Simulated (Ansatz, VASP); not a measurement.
**Cd3HgS4 in VASP and in Ansatz**

The input INCAR:

```
SYSTEM = Cd3HgS4
  PREC = Accurate
  ENCUT = 600
  EDIFF = 1E-6
  ISMEAR = 0
  SIGMA = 0.1
  LREAL = .False.
  LASPH = .True.
  NELM = 100
  ALGO = Normal
  ISIF = 3
  LWAVE = .False.
  LCHARG = .False.
  GGA = PE
  IBRION = 2
  NSW = 90
  EDIFFG = -0.04
```

Contents of KPOINTS:

```
Automatic mesh
0
Gamma
  6 6 2
  0 0 0
```

Contents of POSCAR:

```
Cd3HgS4
1.0
    4.0902779500      0.0000000000      0.0000000000
   -2.0451389800      3.5422846200      0.0000000000
    0.0000000000      0.0000000000     13.3526616000
Cd Hg S
3 1 4
Direct
    0.3333333300      0.6666666700      0.5000000000
    0.6666666700      0.3333333300      0.2500000000
    0.6666666700      0.3333333300      0.7500000000
    0.3333333300      0.6666666700      0.0000000000
    0.3333333300      0.6666666700      0.1925000000
    0.3333333300      0.6666666700      0.6925000000
    0.6666666700      0.3333333300      0.4425000000
    0.6666666700      0.3333333300      0.9425000000
```

Input for Ansatz:

```yaml
crystal:
  lattice:
    - [4.09027795, 0.0, 0.0]
    - [-2.04513898, 3.54228462, 0.0]
    - [0.0, 0.0, 13.3526616]
  atoms:
    - { symbol: Cd, position: [0.33333333, 0.66666667, 0.5] }
    - { symbol: Cd, position: [0.66666667, 0.33333333, 0.25] }
    - { symbol: Cd, position: [0.66666667, 0.33333333, 0.75] }
    - { symbol: Hg, position: [0.33333333, 0.66666667, 0.0] }
    - { symbol: S, position: [0.33333333, 0.66666667, 0.1925] }
    - { symbol: S, position: [0.33333333, 0.66666667, 0.6925] }
    - { symbol: S, position: [0.66666667, 0.33333333, 0.4425] }
    - { symbol: S, position: [0.66666667, 0.33333333, 0.9425] }
basis:
  ecutwfc: 420
kpoints:
  mp_grid: { grid: [6, 6, 2] }
hamiltonian:
  xc: pbe
scf:
  occupations: { method: gaussian, width: 0.1 }
  lower_state_search: "off"
output:
  forces: true
  stress: true
  eigenvalues: true
relax:
  adjacent_minimum: "off"
  f_tol: 0.04
  max_steps: 70
  cell: { stress_tol: 0.4 }
```

Alike in both runs: task relaxation of cell and atoms; functional PBE; k mesh 6 × 6 × 2; occupations gaussian, width 0.1 eV; no spin polarisation.

|  | VASP | Ansatz |
| --- | --- | --- |
| version | VASP 6.6.1 | Ansatz 0.2.0 |
| potentials or method | VASP PAW PBE potentials, release 64 (Cd, Hg, S), cutoff 600 eV | scalar-relativistic, plane waves, PAW |
| valence electrons in the cell | 72 | 104 |

Ansatz gave:

```
gap on the k mesh at the Fermi level, each at its own relaxed structure (eV) : 0.53
relaxed volume (Å³/atom)                                                     : 26.26
relaxed cell length with the largest relative difference (Å)                 : 4.205
```

Question: Which values does VASP return?

Answer: gap on the k mesh at the Fermi level, each at its own relaxed structure (eV): 0.52; relaxed volume (Å³/atom): 26.40; relaxed cell length with the largest relative difference (Å): 4.216.

VASP's potentials hold 72 valence electrons a cell and Ansatz's 104, so a difference there can come from the potentials and not from the codes.

Spin-orbit coupling is off throughout.
